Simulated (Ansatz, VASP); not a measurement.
# Na4RuO in VASP and in Ansatz

```
Na Ru O
1.0
     0.00000    3.61786    3.61786
     3.61786    0.00000    3.61786
     3.61786    3.61786    0.00000
Na Ru O
4 1 1
Direct
  0.12500 0.62500 0.62500
  0.62500 0.62500 0.62500
  0.62500 0.12500 0.62500
  0.62500 0.62500 0.12500
  0.00000 0.00000 0.00000
  0.25000 0.25000 0.25000
```

Change from the starting cell: species swapped into the MgCu4Sn type (F-43m, No. 216).

Alike in both runs: task single point; functional PBE; k mesh 4 × 4 × 4; occupations gaussian, width 0.1 eV; collinear spin.

|  | VASP | Ansatz |
| --- | --- | --- |
| version | VASP 6.6.1 | Ansatz 0.2.0 |
| potentials or method | VASP PAW PBE potentials, release 64 (Na_pv, Ru_pv, O), cutoff 520 eV | scalar-relativistic, plane waves, PAW |
| valence electrons in the cell | 48 | 58 |

VASP gave:

```
gap on the k mesh at the Fermi level (eV)                     : none
pressure (GPa)                                                : 9.3
net moment per atom (μB)                                      : 0.29
size of the moment on the site where the two differ most (μB) : 1.53
```

Task: What did Ansatz give for the same quantities?

Result: gap on the k mesh at the Fermi level (eV): none; pressure (GPa): 9.2; net moment per atom (μB): 0.29; size of the moment on the site where the two differ most (μB): 1.55.

Site moments also hang on the region over which each program counts them. A gap of «none» marks a metal or a gap that the smearing closes. VASP's potentials hold 48 valence electrons a cell and Ansatz's 58, so a difference there can come from the potentials and not from the codes.

The k mesh is coarse, so the values compare programs but aren't converged.
